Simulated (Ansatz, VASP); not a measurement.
# Two plane-wave programs on AgCl

INCAR

```
PREC     = Accurate       # precision mode
ENCUT    = 520            # plane-wave cutoff, eV
EDIFF    = 1E-7           # SCF threshold, eV
ISMEAR   = 0              # smearing method
SIGMA    = 0.05           # smearing width, eV
LREAL    = F              # projectors in reciprocal space
LASPH    = T              # aspherical terms in the spheres
NELM     = 60             # most SCF steps
ALGO     = Normal         # electronic algorithm
ISIF     = 2              # what is computed and relaxed
LWAVE    = F              # write WAVECAR
LCHARG   = T              # write CHGCAR
GGA      = PE             # functional
LELF     = T              # ELF
LVHAR    = T            
NBANDS   = 16             # bands
```

KPOINTS

```
regular mesh
0
Gamma
  10 10 10
```

POSCAR

```
AgCl
1.0
    0.0000000000      2.4225696658      3.6338544987
    2.4225696658      0.0000000000      3.6338544987
    2.4225696658      2.4225696658      0.0000000000
Ag Cl
1 1
Direct
    0.5000000000      0.5000000000      0.5000000000
    0.0000000000      0.0000000000      0.0000000000
```

Input for Ansatz:

```yaml
crystal:
  lattice:
    - [0.0, 2.4225696658, 3.6338544987]
    - [2.4225696658, 0.0, 3.6338544987]
    - [2.4225696658, 2.4225696658, 0.0]
  atoms:
    - { symbol: Ag, position: [0.5, 0.5, 0.5] }
    - { symbol: Cl, position: [0.0, 0.0, 0.0] }
basis:
  ecutwfc: 420
kpoints:
  mp_grid: { grid: [10, 10, 10] }
hamiltonian:
  xc: pbe
scf:
  occupations: { method: gaussian, width: 0.05 }
output:
  forces: true
  stress: true
  eigenvalues: true
```

Alike in both runs: task single point; functional PBE; k mesh 10 × 10 × 10; occupations gaussian, width 0.05 eV; no spin polarisation.

|  | VASP | Ansatz |
| --- | --- | --- |
| version | VASP 6.6.1 | Ansatz 0.2.0 |
| potentials or method | VASP PAW PBE potentials, release 64 (Ag, Cl), cutoff 520 eV | scalar-relativistic, plane waves, PAW |
| valence electrons in the cell | 18 | 26 |

```tsv
	VASP	Ansatz	Ansatz less VASP
gap on the k mesh at the Fermi level (eV)	0.10	0.11	+0.004
least direct gap on the mesh (eV)	2.38	2.37	-0.007
pressure (GPa)	17.0	17.2	+0.15
traceless stress, the component that is largest in VASP (GPa)	-16.82	-16.90	-0.087
```

With one functional, cell and mesh, what is left measures potentials, basis and numerics. VASP's potentials hold 18 valence electrons a cell and Ansatz's 26, so a difference there can come from the potentials and not from the codes.
